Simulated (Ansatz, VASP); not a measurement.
## One calculation of La3O, two programs

```xyz
8
Lattice="6.0044 0.0000 0.0000 0.0000 6.0044 0.0000 0.0000 0.0000 6.0044" Properties=species:S:1:pos:R:3 pbc="T T T"
La    1.5011    0.0000    3.0022
La    4.5033    0.0000    3.0022
La    0.0000    3.0022    1.5011
La    0.0000    3.0022    4.5033
La    3.0022    4.5033    0.0000
La    3.0022    1.5011    0.0000
O     0.0000    0.0000    0.0000
O     3.0022    3.0022    3.0022
```

Change from the starting cell: species swapped into the GeMo3 type (Pm-3n, No. 223).

Alike in both runs: functional PBE; k mesh 6 × 6 × 6; occupations gaussian, width 0.1 eV; no spin polarisation.

Ansatz relaxed the structure, and its values are those at the end. VASP's run is a single point on that final structure, the one shown.

|  | VASP | Ansatz |
| --- | --- | --- |
| version | VASP 6.6.1 | Ansatz 0.2.0 |
| potentials or method | VASP PAW PBE potentials, release 64 (La, O), cutoff 600 eV | scalar-relativistic, plane waves, PAW |
| valence electrons in the cell | 78 | 78 |

```tsv
	VASP	Ansatz	Ansatz less VASP
gap on the k mesh at the Fermi level (eV)	none	none	-
pressure (GPa)	0.0	0.0	+0.06
```

A gap of «none» marks a metal or a gap that the smearing closes.

Neither program's run includes spin-orbit coupling.
